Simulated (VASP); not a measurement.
Wanted: the native input for a VASP 6.6.1 run.

```yaml
Task: electric field gradients
Functional: LDA
Potentials_or_basis: VASP PAW LDA potentials, release 64 (Ba_sv, S)
Cutoff: 520 eV
k_mesh: 7 × 7 × 7
Occupations: fermi-dirac, width 0.01 eV
Spin: no spin polarisation
Dipole_correction: no
Further_INCAR_settings: ALGO = Normal; EDIFF = 1e-08; NBANDS = 15
```

The structure of BaS lies in POSCAR:

```
BaS
1.0
    0.0000000000      3.1618125000      3.1937500000
    3.1618125000      0.0000000000      3.1937500000
    3.1618125000      3.1618125000      0.0000000000
Ba S
1 1
Direct
    0.0000000000      0.0000000000      0.0000000000
    0.5000000000      0.5000000000      0.5000000000
```

This cell differs from its parent crystal: equal xx and yy strain of -1 %.

The input as run:

INCAR

```
SYSTEM = BaS
PREC = Accurate ; ENCUT = 520
EDIFF = 1E-8 ; ISMEAR = -1
SIGMA = 0.01 ; LREAL = .FALSE.
LASPH = .TRUE. ; NELM = 100
ALGO = Normal ; ISIF = 2
LWAVE = .FALSE. ; LCHARG = .FALSE.
LEFG = .TRUE. ; NBANDS = 15
```

KPOINTS

```
Automatic mesh
0
G
  7 7 7
  0 0 0
```

Potentials or basis: VASP PAW LDA potentials, release 64 (Ba_sv, S).

The run is started by

```console
$ cat potpaw_LDA.64/Ba_sv/POTCAR potpaw_LDA.64/S/POTCAR > POTCAR
$ mpirun -np 1 vasp_std > vasp.out
```

Results of the run:

The pressure is -0.9 GPa and the band gap on the k mesh is 1.91 eV, indirect (least direct gap 2.05 eV).

Caveat: the cell differs from its parent crystal (equal xx and yy strain of -1 %); without QUAD_EFG the Cq values of the log hold for a quadrupole moment of 1 mb, not for the nuclei; spin-orbit coupling is left out, which moves the levels of the heavy elements.

Wall time 82 s on 1 thread of AMD EPYC 7R13, on a shared host, peak memory 0.16 GiB.
